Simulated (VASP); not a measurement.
# InSe (C2/m) in VASP: a series of runs, part 2 of 2

VASP 6.6.1. The steps go on from the part before.

**3. Electric field gradients, PBEsol (equal xx and yy strain of +3 %)**

INCAR

```
PREC = Accurate
ENCUT = 520
EDIFF = 1E-8
ISMEAR = -1
SIGMA = 0.02
LREAL = F
LASPH = T
NELM = 100
ALGO = Normal
ISIF = 2
LWAVE = F
LCHARG = F
GGA = PS
LEFG = T
NBANDS = 27
```

KPOINTS

```
Automatic mesh
0
Gamma
  7 7 6
```

POSCAR

```
InSe
1.0
    6.0439397569     -2.1166500000      0.0000000000
    6.0439397569      2.1166500000      0.0000000000
   -1.6473981671      0.0000000000      4.3236564064
In Se
2 2
Direct
    0.8840000000      0.8840000000      0.0050000000
    0.1160000000      0.1160000000      0.9950000000
    0.6600000000      0.6600000000      0.6420000000
    0.3400000000      0.3400000000      0.3580000000
```

Potentials or basis: VASP PAW PBE potentials, release 64 (In_d, Se).

On the command line:

```sh
cat potpaw_PBE.64/In_d/POTCAR potpaw_PBE.64/Se/POTCAR > POTCAR
mpirun -np 1 vasp_std > vasp.out
```

OUTCAR:

```text
PREC = Accurate
   ENCUT = 520
   EDIFF = 1E-8
   ISMEAR = -1
   LREAL = F
   LASPH = T
   NELM = 100
   ISIF = 2
   GGA = PS

 ion  position               nearest neighbor table
   1  0.884  0.884  0.005-   3 2.63   2 2.82   4 2.84   4 2.84   2 3.86   2 3.86
   2  0.116  0.116  0.995-   4 2.63   1 2.82   3 2.84   3 2.84   1 3.86   1 3.86
   3  0.660  0.660  0.642-   1 2.63   2 2.84   2 2.84
   4  0.340  0.340  0.358-   2 2.63   1 2.84   1 2.84

  LATTYP: Found a base centered monoclinic cell.
 ALAT       =    12.0878795138
 B/A-ratio  =     0.3502103074
 C/A-ratio  =     0.3827693629
 COS(beta)  =    -0.3560502431

  Lattice vectors:

 A1 = (   6.0439397569,  -2.1166500000,   0.0000000000)
 A2 = (   6.0439397569,   2.1166500000,   0.0000000000)
 A3 = (  -1.6473981671,   0.0000000000,   4.3236564064)

Analysis of symmetry for initial positions (statically):
=====================================================================
 Subroutine PRICEL returns:
 Original cell was already a primitive cell.

 Routine SETGRP: Setting up the symmetry group for a
 base centered monoclinic supercell.

 Subroutine GETGRP returns: Found  4 space group operations
 (whereof  4 operations were pure point group operations)
 out of a pool of  4 trial point group operations.

The static configuration has the point symmetry C_2h.

Analysis of symmetry for dynamics (positions and initial velocities):
=====================================================================
 Subroutine PRICEL returns:
 Original cell was already a primitive cell.

 Routine SETGRP: Setting up the symmetry group for a
[... 169 lines left out ...]
      4     -10.0300      2.00000
      5      -9.9984      2.00000
      6      -9.9959      2.00000
[... 709 lines left out ...]
     26      10.5833      0.00000
     27      11.6382      0.00000

 [... further k-points ...]
[... 5 lines left out ...]
  --------------------------------------------------------------------------------------
  -------------------------------------------------------------------------------------
  Total       -1.9298518     -2.9478637     -1.8834341      0.0000000      0.0000000      1.2060825
  in kB      -27.9501526    -42.6940782    -27.2778834      0.0000000      0.0000000     17.4677616
  external PRESSURE =     -32.6407048 kB  Pullay stress =       0.0000000 kB

 VOLUME and BASIS-vectors are now :
 -----------------------------------------------------------------------------
  energy-cutoff  :      520.00
  volume of cell :      110.62
      direct lattice vectors                 reciprocal lattice vectors
     6.043939757 -2.116650000  0.000000000     0.082727496 -0.236222332  0.031520804
     6.043939757  2.116650000  0.000000000     0.082727496  0.236222332  0.031520804
    -1.647398167  0.000000000  4.323656406     0.000000000  0.000000000  0.231285723

 POSITION                                       TOTAL-FORCE (eV/Angst)
 -----------------------------------------------------------------------------------
     10.67745      0.00000      0.02162        -0.273821      0.000000      0.415903
     -0.23697      0.00000      4.30204         0.273821      0.000000     -0.415903
      6.92037      0.00000      2.77579        -0.563344      0.000000      0.206073
      3.52011      0.00000      1.54787         0.563344      0.000000     -0.206073
 -----------------------------------------------------------------------------------
    total drift:                               -0.000000     -0.000000      0.000000

  FREE ENERGIE OF THE ION-ELECTRON SYSTEM (eV)
  ---------------------------------------------------
  free  energy   TOTEN  =       -15.3857088372 eV

  energy  without entropy=      -15.3857088368  energy(sigma->0) =      -15.38570884

 Electric field gradients (V/A^2)
---------------------------------------------------------------------
 ion       V_xx      V_yy      V_zz      V_xy      V_xz      V_yz
---------------------------------------------------------------------
   1    -161.359    86.822    74.537     0.000   -45.986    -0.000
   2    -161.359    86.822    74.537    -0.000   -45.986     0.000
   3      82.569   -20.060   -62.509     0.000    19.561     0.000
   4      82.569   -20.060   -62.509    -0.000    19.561     0.000
---------------------------------------------------------------------

 Electric field gradients after diagonalization (V/A^2)
 (convention: |V_zz| > |V_xx| > |V_yy|)
----------------------------------------------------------------------
 ion       V_xx      V_yy      V_zz     asymmetry (V_yy - V_xx)/ V_zz
----------------------------------------------------------------------
   1      86.822    83.185  -170.006       0.021
   2      86.822    83.185  -170.006       0.021
   3     -65.101   -20.060    85.160       0.529
   4     -65.101   -20.060    85.160       0.529
----------------------------------------------------------------------

           NMR quadrupolar parameters

 Cq : quadrupolar parameter    Cq=e*Q*V_zz/h
 eta: asymmetry parameters     (V_yy - V_xx)/ V_zz
 Q  : nuclear electric quadrupole moment in mb (millibarn)
----------------------------------------------------------------------
 ion       Cq(MHz)       eta       Q (mb)
----------------------------------------------------------------------
   1      -0.411       0.021       1.000
   2      -0.411       0.021       1.000
   3       0.206       0.529       1.000
   4       0.206       0.529       1.000
----------------------------------------------------------------------
```

OSZICAR:

```text
N       E                     dE             d eps       ncg     rms          rms(c)
DAV:   1     0.329198599471E+03    0.32920E+03   -0.17461E+04  4752   0.158E+03
DAV:   2     0.231830101249E+02   -0.30602E+03   -0.29704E+03  4786   0.384E+02
DAV:   3    -0.142329530779E+02   -0.37416E+02   -0.36708E+02  6085   0.142E+02
DAV:   4    -0.158466535237E+02   -0.16137E+01   -0.16086E+01  5588   0.300E+01
DAV:   5    -0.159009548822E+02   -0.54301E-01   -0.54293E-01  6924   0.561E+00    0.567E+00
DAV:   6    -0.154144904127E+02    0.48646E+00   -0.94480E-01  6694   0.164E+01    0.337E+00
DAV:   7    -0.153902783308E+02    0.24212E-01   -0.32507E-01  7196   0.424E+00    0.112E+00
DAV:   8    -0.153860547549E+02    0.42236E-02   -0.34711E-02  6738   0.196E+00    0.487E-01
DAV:   9    -0.153857069898E+02    0.34777E-03   -0.52973E-03  7077   0.749E-01    0.173E-01
DAV:  10    -0.153856959632E+02    0.11027E-04   -0.46468E-04  5761   0.192E-01    0.955E-02
DAV:  11    -0.153857134992E+02   -0.17536E-04   -0.16280E-04  6769   0.137E-01    0.250E-02
DAV:  12    -0.153857087915E+02    0.47077E-05   -0.28316E-05  6781   0.559E-02    0.160E-02
DAV:  13    -0.153857089122E+02   -0.12068E-06   -0.30393E-06  6230   0.931E-03    0.783E-03
DAV:  14    -0.153857088874E+02    0.24767E-07   -0.68325E-07  6041   0.103E-02    0.249E-03
DAV:  15    -0.153857088326E+02    0.54800E-07   -0.79840E-08  4541   0.209E-03    0.600E-04
DAV:  16    -0.153857088372E+02   -0.46016E-08   -0.86268E-09  3215   0.658E-04
   1 F= -.15385709E+02 E0= -.15385709E+02  d E =-.436393E-09
```

It took 5.2 min on 1 thread of AMD EPYC 7R13 (Zen 3), shared host; peak memory 0.39 GiB.

What came out:

```
Free energy            : -15.3857 eV
Pressure               : -3.3 GPa
Largest force          : 0.600 eV/Å
Band gap on the k mesh : 0.68 eV, indirect (least direct gap 1.10 eV)
```

Forces in eV/Å, atoms in the order of the input:
```
In  -0.274  0.000  0.416
In   0.274  0.000 -0.416
Se  -0.563  0.000  0.206
Se   0.563  0.000 -0.206
```

Stress tensor (GPa, compression positive):
```
-2.80  0.00  1.75
 0.00 -4.27  0.00
 1.75  0.00 -2.73
```

Levels at points of the mesh, in eV from the valence-band top:
```
           k point  band 15  band 16  band 17  band 18  band 19  band 20  band 21  band 22  band 23  band 24
(0.00, 0.00, 0.00)    -3.80    -2.52    -2.18    -1.49    -1.09     2.46     3.53     4.25     4.48     5.23
(0.00, 0.00, 0.50)    -1.96    -1.53    -1.46    -1.06    -0.37     0.93     2.22     3.23     3.38     5.28
```

Electric field gradients, principal values (V/Å²):
```csv
atom,least,middle,greatest (by size)
1 In,83.185,86.822,-170.006
2 In,83.185,86.822,-170.006
3 Se,-20.060,-65.101,85.160
4 Se,-20.060,-65.101,85.160
```

Caveat: the cell differs from its parent crystal (equal xx and yy strain of +3 %); without QUAD_EFG the Cq values of the log hold for a quadrupole moment of 1 mb, not for the nuclei; the PAW data sets were made with another functional, which shifts forces and pressure a little; spin-orbit coupling is left out, which moves the levels of the heavy elements.
